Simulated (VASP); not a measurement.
Runs of VASP 6.6.1 on Hf. The structure is that of space group Fd-3m (No. 227), or close to it. The cells are those of the table. 

```csv
task,cell,k mesh,cutoff (eV),gap on the mesh (eV),pressure (GPa),relaxed volume (Å³/atom)
relaxation of cell and atoms,"relaxed from a = 4.536 Å, angles 60.0°, 2 atoms",16 × 16 × 16,600,none,0.0,32.08
relaxation of cell and atoms,"relaxed from a = 4.159 Å, angles 60.0°, 2 atoms",6 × 6 × 6,600,none,0.0,(a)
single point,"a = 4.505 Å, angles 60.0°, 2 atoms",16 × 16 × 16,520,none,-0.3,-
single point,"a = 4.536 Å, angles 60.0°, 2 atoms",6 × 6 × 6,520,none,-0.2,-
```

Alike in all rows: level PBEsol; potentials or basis VASP PAW PBE potentials, release 64 (Hf_pv); no spin polarisation; smearing gaussian 0.1 eV.

Task: Fill in the values left out.

Result: (a) 32.72.

Caveats: the PAW data sets were made with another functional, which shifts forces and pressure a little; spin-orbit coupling is left out, which moves the levels of the heavy elements; the volume moved by over 15 % at a fixed basis, so the end points are rough (some runs).

A k mesh can miss the band edges, and the runs leave out spin-orbit coupling on Hf.

A gap of «none» marks levels without a gap at the run's occupations.
